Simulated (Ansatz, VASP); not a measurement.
**One calculation of SnSe, two programs**

The input INCAR:

```
ALGO     = Normal         # electronic algorithm
EDIFF    = 1E-6           # SCF threshold, eV
ENCUT    = 520            # plane-wave cutoff, eV
GGA      = CA             # functional
ISIF     = 2              # what is computed and relaxed
ISMEAR   = 0              # smearing method
LASPH    = True           # aspherical terms in the spheres
LCHARG   = False          # write CHGCAR
LREAL    = False          # projectors in reciprocal space
LWAVE    = False          # write WAVECAR
NBANDS   = 17             # bands
NELM     = 80             # most SCF steps
PREC     = Accurate       # precision mode
SIGMA    = 0.05           # smearing width, eV
```

KPOINTS

```
k-points
0
Gamma
  8 8 8
```

File POSCAR:

```
SnSe
1.0
    0.0000000000      3.0100000000      3.0100000000
    3.0100000000      0.0000000000      3.0100000000
    3.0100000000      3.0100000000      0.0000000000
Sn Se
1 1
Direct
   -0.0205554297      0.0000000000      0.0000000000
    0.5000000000      0.5000000000      0.5000000000
```

Input for Ansatz:

```yaml
crystal:
  lattice:
    - [0.0, 3.01, 3.01]
    - [3.01, 0.0, 3.01]
    - [3.01, 3.01, 0.0]
  atoms:
    - { symbol: Sn, position: [-0.0205554297, 0.0, 0.0] }
    - { symbol: Se, position: [0.5, 0.5, 0.5] }
basis:
  ecutwfc: 420
kpoints:
  mp_grid: { grid: [8, 8, 8] }
hamiltonian:
  xc: lda
scf:
  occupations: { method: gaussian, width: 0.05 }
output:
  forces: true
  stress: true
  eigenvalues: true
```

Change from the starting cell: all Sn atoms moved +0.087 Å, as atom 1 towards its neighbour atom 1 (Sn) at 4.257 Å.

Alike in both runs: task single point; functional LDA; k mesh 8 × 8 × 8; occupations gaussian, width 0.05 eV; no spin polarisation.

|  | VASP | Ansatz |
| --- | --- | --- |
| version | VASP 6.6.1 | Ansatz 0.2.0 |
| potentials or method | VASP PAW LDA potentials, release 64 (Sn_d, Se), cutoff 520 eV | scalar-relativistic, plane waves, PAW |
| valence electrons in the cell | 20 | 30 |

|  | VASP | Ansatz | Ansatz less VASP |
| --- | --- | --- | --- |
| gap on the k mesh at the Fermi level (eV) | 0.61 | 0.59 | -0.019 |
| least direct gap on the mesh (eV) | 0.61 | 0.59 | -0.019 |
| pressure (GPa) | -3.2 | -3.2 | -0.09 |
| traceless stress, the component that is largest in VASP (GPa) | -0.07 | -0.06 | +0.001 |
| rms of the force components (eV/Å) | 0.007 | 0.009 | +0.0026 |

LDA's correlation is that of Perdew and Zunger in VASP and of Perdew and Wang (1992) in Ansatz. Atom by atom the forces differ by 0.003 eV/Å (rms over components). VASP's potentials hold 20 valence electrons a cell and Ansatz's 30, so a difference there can come from the potentials and not from the codes.
